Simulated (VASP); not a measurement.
Input of a VASP 6.6.1 run:

File INCAR:

```
SYSTEM = Zr
ALGO = Normal
EDIFF = 1E-6
ENCUT = 520
GGA = PS
ISIF = 2
ISMEAR = 0
IVDW = 12
LASPH = .TRUE.
LCHARG = .TRUE.
LELF = .TRUE.
LREAL = .FALSE.
LVHAR = .TRUE.
LWAVE = .FALSE.
NBANDS = 12
NELECT = 14.0
NELM = 80
PREC = Accurate
SIGMA = 0.1
```

KPOINTS

```
k-points
0
G
  10 10 10
  0 0 0
```

POSCAR

```
Zr
1.0
    0.0000000000      2.2646202716      2.2646202716
    2.2646202716      0.0000000000      2.2646202716
    2.2646202716      2.2646202716      0.0000000000
Zr
1
Direct
    0.0000000000      0.0000000000      0.0000000000
```

Potentials or basis: VASP PAW PBE potentials, release 64 (Zr_sv).

Command:

```console
$ cat potpaw_PBE.64/Zr_sv/POTCAR > POTCAR
$ mpirun -np 1 vasp_std > vasp.out
```

Predict the dispersion energy per atom.

-0.577 eV.

Caveat: the cell carries a net charge on a neutralising background, which shifts energy and pressure; three body term missing.
